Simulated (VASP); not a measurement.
# Al (I4/mmm) in VASP: notebook

Runs on Al. Level: r2SCAN. Tasks: single point.

All numbers are computed with VASP 6.6.1; they aren't measurements. Logs are shortened: lines on timing, memory, paths and dates and some standing lists are left out, and cuts for length are marked.

## 1. The cell of the first run

The structure is tetragonal, space group I4/mmm (No. 139). Conventional cell: a = 2.739 Å, b = 2.739 Å, c = 4.065 Å, α = 90.00°, β = 90.00°, γ = 90.00°. Al (site symmetry 4/mmm) has 12 Al at 2.74 to 2.81 Å within 3.6 Å.

## 2. Single point, r2SCAN (biaxial strain in the a-b plane: -3.0 %)

POSCAR reads:

```
Al
1.0
    1.9364494940      1.9364494940      0.0000000000
   -1.9364494940      1.9364494940      0.0000000000
    0.0000000000      0.0000000000      4.0645475976
Al
2
Direct
    0.0000000000      0.0000000000      0.0000000000
    0.5000000000      0.5000000000      0.5000000000
```

INCAR.step1 reads:

```
PREC     = Accurate       # precision mode
ENCUT    = 520            # plane-wave cutoff, eV
ISMEAR   = 0              # smearing method
SIGMA    = 0.1            # smearing width, eV
LREAL    = F              # projectors in reciprocal space
LASPH    = T              # aspherical terms in the spheres
NELM     = 80             # most SCF steps
NBANDS   = 10             # bands
GGA      = PE             # functional
ALGO     = Normal         # electronic algorithm
EDIFF    = 1E-4           # SCF threshold, eV
LWAVE    = T              # write WAVECAR
LCHARG   = F              # write CHGCAR
```

INCAR.step2 reads:

```
PREC     = Accurate       # precision mode
ENCUT    = 520            # plane-wave cutoff, eV
EDIFF    = 1E-6           # SCF threshold, eV
ISMEAR   = 0              # smearing method
SIGMA    = 0.1            # smearing width, eV
LREAL    = F              # projectors in reciprocal space
LASPH    = T              # aspherical terms in the spheres
NELM     = 80             # most SCF steps
ALGO     = Normal         # electronic algorithm
ISIF     = 2              # what is computed and relaxed
LWAVE    = F              # write WAVECAR
LCHARG   = T              # write CHGCAR
METAGGA  = R2SCAN         # meta-GGA
LMIXTAU  = T            
LELF     = T              # ELF
LVHAR    = T            
NBANDS   = 10             # bands
ISTART   = 1
```

KPOINTS reads:

```
Automatic mesh
0
Gamma
  18 18 14
```

Potentials or basis: VASP PAW PBE potentials, release 64 (Al).

Command:

```
$ cat potpaw_PBE.64/Al/POTCAR > POTCAR
$ cp INCAR.step1 INCAR
$ mpirun -np 1 vasp_std > vasp.out
$ cp INCAR.step2 INCAR
$ mpirun -np 1 vasp_std > vasp.out
```

OUTCAR:

```text
PREC = Accurate
   ENCUT = 520
   EDIFF = 1E-6
   ISMEAR = 0
   LREAL = F
   LASPH = T
   NELM = 80
   ISIF = 2
   METAGGA = R2SCAN
   ISTART = 1

 ion  position               nearest neighbor table
   1  0.000  0.000  0.000-   2 2.81   2 2.81   2 2.81   2 2.81   2 2.81   2 2.81   2 2.81   2 2.81

   2  0.500  0.500  0.500-   1 2.81   1 2.81   1 2.81   1 2.81   1 2.81   1 2.81   1 2.81   1 2.81

  LATTYP: Found a simple tetragonal cell.
 ALAT       =     2.7385531373
 C/A-ratio  =     1.4841952644

  Lattice vectors:

 A1 = (   1.9364494940,   1.9364494940,   0.0000000000)
 A2 = (  -1.9364494940,   1.9364494940,   0.0000000000)
 A3 = (   0.0000000000,   0.0000000000,   4.0645475976)

Analysis of symmetry for initial positions (statically):
=====================================================================
 Subroutine PRICEL returns following result:

  LATTYP: Found a body centered tetragonal cell.
 ALAT       =     2.7385531373
 C/A-ratio  =     1.4841952644

  Lattice vectors:

 A1 = (   1.9364494940,   0.0000000000,  -2.0322737988)
 A2 = (  -1.9364494940,   0.0000000000,  -2.0322737988)
 A3 = (   0.0000000000,   1.9364494940,   2.0322737988)

   2 primitive cells build up your supercell.

 Routine SETGRP: Setting up the symmetry group for a
 simple tetragonal supercell.

 Subroutine GETGRP returns: Found 16 space group operations
 (whereof 16 operations were pure point group operations)
 out of a pool of 16 trial point group operations.

The static configuration has the point symmetry D_4h.

Analysis of symmetry for dynamics (positions and initial velocities):
=====================================================================
 Subroutine PRICEL returns following result:

  LATTYP: Found a body centered tetragonal cell.
 ALAT       =     2.7385531373
 C/A-ratio  =     1.4841952644

  Lattice vectors:

 A1 = (   1.9364494940,   0.0000000000,  -2.0322737988)
 A2 = (  -1.9364494940,   0.0000000000,  -2.0322737988)
 A3 = (   0.0000000000,   1.9364494940,   2.0322737988)

   2 primitive cells build up your supercell.

 Routine SETGRP: Setting up the symmetry group for a
 simple tetragonal supercell.

 Subroutine GETGRP returns: Found 16 space group operations
 (whereof 16 operations were pure point group operations)
 out of a pool of 16 trial point group operations.

The dynamic configuration has the point symmetry D_4h.

 Subroutine INISYM returns: Found 16 space group operations
 (whereof 16 operations are pure point group operations),
 and found     2 'primitive' translations

----------------------------------------------------------------------------------------

                                     Primitive cell

  volume of cell :      15.2414

  direct lattice vectors                    reciprocal lattice vectors
     1.936449494  0.000000000 -2.032273799     0.258204514  0.258204514 -0.246029841
    -1.936449494  0.000000000 -2.032273799    -0.258204514  0.258204514 -0.246029841
     0.000000000  1.936449494  2.032273799     0.000000000  0.516409028  0.000000000

  length of vectors
     2.807129038  2.807129038  2.807129038     0.440306512  0.440306512  0.516409028

  position of ions in fractional coordinates (direct lattice)
     0.000000000  0.000000000  0.000000000

  ion indices of the primitive-cell ions
   primitive index   ion index
                 1           1

----------------------------------------------------------------------------------------

 KPOINTS: Automatic mesh

Automatic generation of k-mesh.
 Grid dimensions read from file:
 generate k-points for:   18   18   14

 Generating k-lattice:

  Cartesian coordinates                     Fractional coordinates (reciprocal lattice)
     0.014344695  0.014344695  0.000000000     0.055555556  0.000000000  0.000000000
    -0.014344695  0.014344695  0.000000000     0.000000000  0.055555556  0.000000000
     0.000000000  0.000000000  0.017573560     0.000000000  0.000000000  0.071428571

  Length of vectors
     0.020286463  0.020286463  0.017573560

  Shift w.r.t. Gamma in fractional coordinates (k-lattice)
     0.000000000  0.000000000  0.000000000

 Subroutine IBZKPT returns following result:
 ===========================================

 Found    440 irreducible k-points:

 Following reciprocal coordinates:
            Coordinates               Weight
  0.000000  0.000000  0.000000      1.000000
  0.055556  0.000000  0.000000      4.000000
  0.111111  0.000000  0.000000      4.000000
  0.166667  0.000000  0.000000      4.000000
  0.222222  0.000000  0.000000      4.000000
  0.277778  0.000000  0.000000      4.000000
[... 16 lines left out ...]
  0.277778  0.111111  0.000000      8.000000
  0.333333  0.111111  0.000000      8.000000
 [... further k-points ...]
   k-points           NKPTS =    440   k-points in BZ     NKDIM =    440   number of bands    NBANDS=     10
   number of dos      NEDOS =    301   number of ions     NIONS =      2
   total plane-waves  NPLWV =  12000
   dimension x,y,z NGX =    20 NGY =   20 NGZ =   30
   dimension x,y,z NGXF=    40 NGYF=   40 NGZF=   60
   ions per type =               2
   NGX,Y,Z   is equivalent  to a cutoff of  12.14, 12.14, 12.27 a.u.
   NGXF,Y,Z  is equivalent  to a cutoff of  24.28, 24.28, 24.54 a.u.
 SYSTEM =  unknown system
   PREC   = accura    normal or accurate (medium, high low for compatibility)
   ISTART =      1    job   : 0-new  1-cont  2-samecut
   ICHARG =      0    charge: 1-file 2-atom 10-const
   ISPIN  =      1    spin polarized calculation?
   LNONCOLLINEAR =      F non collinear calculations
   LSORBIT =      F    spin-orbit coupling
   LASPH  =      T    aspherical Exc in radial PAW
   ENCUT  =  520.0 eV  38.22 Ry    6.18 a.u.   5.09  5.09  7.56*2*pi/ulx,y,z
   NELM   =     80;   NELMIN=  2; NELMDL=  0     # of ELM steps
   EDIFF  = 0.1E-05   stopping-criterion for ELM
   LREAL  =      F    real-space projection
   EDIFFG = 0.1E-04   stopping-criterion for IOM
   NSW    =      0    number of steps for IOM
   IBRION =     -1    ionic relax: 0-MD 1-quasi-New 2-CG
   NFREE  =      0    steps in history (QN), initial steepest desc. (CG)
   ISIF   =      2    stress and relaxation
   ISYM   =      2    0-nonsym 1-usesym 2-fastsym
   POTIM  = 0.5000    time-step for ionic-motion
   TEBEG  =    0.0;   TEEND  =   0.0 temperature during run
   PSTRESS=    0.0 pullay stress
   NELECT =       6.0000    total number of electrons
   NUPDOWN=      -1.0000    fix difference up-down
   EMIN   =  10.00;   EMAX   =-10.00  energy-range for DOS
   EFERMI =   0.00;   METHOD = LEGACY
   ISMEAR =     0;   SIGMA  =   0.10  broadening in eV -4-tet -1-fermi 0-gaus
   EFERMI_NEDOS =   21; number of points for ismear=-14 and -15
   IALGO  =     38    algorithm
   IMIX   =      4    mixing-type and parameters
     AMIX     =   0.40;   BMIX     =  1.00
     AMIX_MAG =   1.60;   BMIX_MAG =  1.00
  volume/ion in A,a.u.               =      15.24       102.85
  Fermi-wavevector in a.u.,A,eV,Ry     =   0.952300  1.799586 12.338784  0.906875
  Thomas-Fermi vector in A             =   2.080850
   LORBIT       =      0    0 simple, 1 ext, 2 COOP (PROOUT), +10 PAW based schemes
   METAGGA = R2SCAN    functional components
   LHFCALC =     F    Hartree Fock is set to
   AEXX    =    0.0000 exact exchange contribution
   IVDW    =     0    specifies the selected vdW correction
   LEPSILON=     F    determine dielectric tensor
   LRPA    =     F    only Hartree local field effects (RPA)
 non-spin polarized calculation
 Gauss-broadening in eV      SIGMA  =   0.10
  energy-cutoff  :      520.00
  volume of cell :       30.48
 maximum number of plane-waves:       840
   NGX = 11   NGY = 11   NGZ = 15

 number of electron       6.0000000 magnetization

 Free energy of the ion-electron system (eV)
  ---------------------------------------------------
  ext. energy  EPLUGINS =         0.00000000
  ---------------------------------------------------
  free energy    TOTEN  =       -13.44959063 eV

  energy without entropy =      -13.44641480  energy(sigma->0) =      -13.44800272

 E-fermi :   8.8809     XC(G=0): -11.2050

 val. band max:        8.8793985784   @ k =   0.3889   0.1111   0.2857
 cond. band min:       8.8954546329   @ k =   0.2222   0.2222   0.1429
 fundamental gap:      0.0160560545
 Fermi energy:         8.8808610038

 k-point     1 :       0.0000    0.0000    0.0000
  band No.  band energies     occupation
      1      -3.5453      2.00000
      2       5.0011      2.00000
      3       6.4833      2.00000
      4      14.7738      0.00000
      5      15.9568      0.00000
      6      15.9568      0.00000
      7      20.2503      0.00000
      8      22.2849      0.00000
      9      22.8810      0.00000
     10      22.8810      0.00000

 k-point     2 :       0.0556    0.0000    0.0000
  band No.  band energies     occupation
      1      -3.4807      2.00000
      2       5.0601      2.00000
      3       6.5433      2.00000
      4      13.6854      0.00000
      5      16.0108      0.00000
      6      16.6571      0.00000
      7      20.7982      0.00000
      8      21.7503      0.00000
      9      21.8513      0.00000
     10      22.9438      0.00000

 k-point     3 :       0.1111    0.0000    0.0000
  band No.  band energies     occupation
      1      -3.2870      2.00000
      2       5.2371      2.00000
      3       6.7202      2.00000
      4      12.0399      0.00000
      5      16.1730      0.00000
      6      17.3346      0.00000
      7      20.1127      0.00000
      8      20.6125      0.00000
      9      22.2456      0.00000
     10      23.1320      0.00000

 k-point     4 :       0.1667    0.0000    0.0000
  band No.  band energies     occupation
      1      -2.9649      2.00000
      2       5.5323      2.00000
      3       6.9982      2.00000
      4      10.3726      0.00000
      5      16.4434      0.00000
      6      17.8632      0.00000
      7      18.3387      0.00000
      8      19.2811      0.00000
      9      23.4453      0.00000
     10      24.1885      0.00000

 k-point     5 :       0.2222    0.0000    0.0000
  band No.  band energies     occupation
      1      -2.5152      2.00000
      2       5.9459      2.00000
      3       7.2761      2.00000
      4       8.8713      1.10785
      5      16.6378      0.00000
      6      16.8226      0.00000
      7      17.8942      0.00000
      8      18.4003      0.00000
      9      23.8833      0.00000
     10      25.8973      0.00000

 k-point     6 :       0.2778    0.0000    0.0000
  band No.  band energies     occupation
      1      -1.9394      2.00000
      2       6.4781      2.00000
      3       6.7334      2.00000
      4       8.3878      2.00000
      5      15.0388      0.00000
      6      16.5120      0.00000
      7      17.3107      0.00000
      8      19.0096      0.00000
      9      24.4451      0.00000
     10      25.1437      0.00000
[... 183 lines left out ...]
 k-point    21 :       0.1667    0.1111    0.0000
  band No.  band energies     occupation
      1      -2.7077      2.00000
      2       5.7685      2.00000
      3       7.2372      2.00000
      4      10.3678      0.00000
      5      13.5066      0.00000
      6      18.5735      0.00000
      7      19.0640      0.00000
      8      20.6607      0.00000
      9      21.1765      0.00000
     10      23.6599      0.00000

 k-point    22 :       0.2222    0.1111    0.0000
  band No.  band energies     occupation
      1      -2.2590      2.00000
      2       6.1822      2.00000
      3       7.5212      2.00000
      4       8.9999      0.09239
      5      13.7409      0.00000
      6      16.8736      0.00000
      7      17.8957      0.00000
      8      21.0826      0.00000
      9      21.8821      0.00000
     10      23.3763      0.00000

 k-point    23 :       0.2778    0.1111    0.0000
  band No.  band energies     occupation
      1      -1.6843      2.00000
      2       6.7147      2.00000
      3       6.9641      2.00000
      4       8.5774      1.99998
      5      14.1982      0.00000
      6      15.2751      0.00000
      7      16.6165      0.00000
      8      21.6250      0.00000
      9      22.1567      0.00000
     10      22.5275      0.00000

 k-point    24 :       0.3333    0.1111    0.0000
  band No.  band energies     occupation
      1      -0.9853      2.00000
      2       5.6219      2.00000
      3       7.3662      2.00000
      4       9.1226      0.00063
      5      13.7889      0.00000
      6      14.8049      0.00000
      7      15.3233      0.00000
      8      20.8314      0.00000
      9      22.2865      0.00000
     10      23.2144      0.00000

 [... further k-points ...]
[... 5 lines left out ...]
  --------------------------------------------------------------------------------------
  -------------------------------------------------------------------------------------
  Total        1.0800446      1.0800446      0.2314131      0.0000000     -0.0000000     -0.0000000
  in kB       56.7672293     56.7672293     12.1630893      0.0000000     -0.0000000     -0.0000000
  external PRESSURE =      41.8991827 kB  Pullay stress =       0.0000000 kB

 VOLUME and BASIS-vectors are now :
 -----------------------------------------------------------------------------
  energy-cutoff  :      520.00
  volume of cell :       30.48
      direct lattice vectors                 reciprocal lattice vectors
     1.936449494  1.936449494  0.000000000     0.258204514  0.258204514  0.000000000
    -1.936449494  1.936449494  0.000000000    -0.258204514  0.258204514  0.000000000
     0.000000000  0.000000000  4.064547598     0.000000000  0.000000000  0.246029841

 POSITION                                       TOTAL-FORCE (eV/Angst)
 -----------------------------------------------------------------------------------
      0.00000      0.00000      0.00000         0.000000     -0.000000      0.000000
      0.00000      1.93645      2.03227        -0.000000      0.000000      0.000000
 -----------------------------------------------------------------------------------
    total drift:                               -0.000000      0.000000     -0.000000

  FREE ENERGIE OF THE ION-ELECTRON SYSTEM (eV)
  ---------------------------------------------------
  free  energy   TOTEN  =       -13.4495906328 eV

  energy  without entropy=      -13.4464148007  energy(sigma->0) =      -13.44800272
```

Run time: 3.3 min. Hardware: 1 thread of Intel Xeon Platinum 8488C (Sapphire Rapids), shared host; peak memory 0.21 GiB.

What came out:

| Property | Result |
| --- | --- |
| Free energy | -13.4496 eV |
| Pressure | 4.2 GPa |
| Band gap on the k mesh | zero (bands 3 and 4 overlap by 12.50 eV) |

Stress tensor (GPa, compression positive):
```
5.68 0.00 0.00
0.00 5.68 0.00
0.00 0.00 1.22
```

Levels at points of the mesh, in eV from the Fermi level:
```
           k point  band 1  band 2  band 3  band 4  band 5  band 6
(0.00, 0.00, 0.00)  -12.43   -3.88   -2.40    5.89    7.08    7.08
(0.50, 0.00, 0.00)   -7.30   -7.30    0.92    0.92    2.70    2.70
(0.50, 0.50, 0.00)   -3.09   -3.09   -1.36   -1.36    5.29    5.29
(0.00, 0.00, 0.50)  -10.07  -10.07    7.86    7.86    8.21    8.21
(0.50, 0.00, 0.50)   -5.34   -5.34   -4.65   -4.65   11.79   11.79
(0.50, 0.50, 0.50)   -0.93   -0.93   -0.93   -0.93    0.06    0.06
```

Caveat: the cell differs from its parent crystal (biaxial strain in the a-b plane: -3.0 %); the cell stands under pressure; the PAW data sets were made with another functional, which shifts forces and pressure a little.

## 3. Single point, r2SCAN (biaxial strain in the a-b plane: -3.0 %, then relaxed in part)

POSCAR, as its differences from that of step 2:

```diff
@@ -4,3 +4,3 @@
    -1.9364494940      1.9364494940      0.0000000000
-    0.0000000000      0.0000000000      4.0645475976
+    0.0000000000      0.0000000000      4.1250570039
 Al
```

INCAR.step1 reads:

```
SYSTEM = Al
  PREC = Accurate
  ENCUT = 520
  ISMEAR = 0
  SIGMA = 0.1
  LREAL = .False.
  LASPH = .True.
  NELM = 60
  NBANDS = 10
  GGA = PE
  ALGO = Normal
  EDIFF = 1E-4
  LWAVE = .True.
  LCHARG = .False.
```

INCAR.step2 reads:

```
SYSTEM = Al
  PREC = Accurate
  ENCUT = 520
  EDIFF = 1E-7
  ISMEAR = 0
  SIGMA = 0.1
  LREAL = .False.
  LASPH = .True.
  NELM = 60
  ALGO = Normal
  ISIF = 2
  LWAVE = .False.
  LCHARG = .False.
  METAGGA = R2SCAN
  LMIXTAU = .True.
  NBANDS = 10
  ISTART = 1
```

KPOINTS reads:

```
regular mesh
0
Gamma
  18 18 14
  0 0 0
```

Potentials or basis: VASP PAW PBE potentials, release 64 (Al).

Command:

```
$ cat potpaw_PBE.64/Al/POTCAR > POTCAR
$ cp INCAR.step1 INCAR
$ mpirun -np 1 vasp_std > vasp.out
$ cp INCAR.step2 INCAR
$ mpirun -np 1 vasp_std > vasp.out
```

Run time: 3.9 min. Hardware: 1 thread of Intel Xeon Platinum 8488C (Sapphire Rapids), shared host; peak memory 0.22 GiB.

Results (log left out):

```yaml
Free_energy: -13.4505 eV
Pressure: 2.8 GPa
Band_gap_on_the_k_mesh: zero (bands 3 and 4 overlap by 12.05 eV)
```

Stress tensor (GPa, compression positive):
```
 4.35  0.00  0.00
 0.00  4.35  0.00
 0.00  0.00 -0.34
```

Levels at points of the mesh, in eV from the Fermi level:
| k point | band 1 | band 2 | band 3 | band 4 | band 5 | band 6 |
| --- | --- | --- | --- | --- | --- | --- |
| (0.00, 0.00, 0.00) | -12.30 | -3.97 | -2.58 | 6.03 | 7.22 | 7.22 |
| (0.50, 0.00, 0.00) | -7.17 | -7.17 | 0.85 | 0.85 | 2.50 | 2.50 |
| (0.50, 0.50, 0.00) | -2.96 | -2.96 | -1.23 | -1.23 | 5.26 | 5.26 |
| (0.00, 0.00, 0.50) | -10.01 | -10.01 | 7.44 | 7.44 | 8.27 | 8.27 |
| (0.50, 0.00, 0.50) | -5.26 | -5.26 | -4.60 | -4.60 | 11.51 | 11.51 |
| (0.50, 0.50, 0.50) | -0.86 | -0.86 | -0.86 | -0.86 | 0.17 | 0.17 |

Caveat: the cell differs from its parent crystal (biaxial strain in the a-b plane: -3.0 %, then relaxed in part); the PAW data sets were made with another functional, which shifts forces and pressure a little.
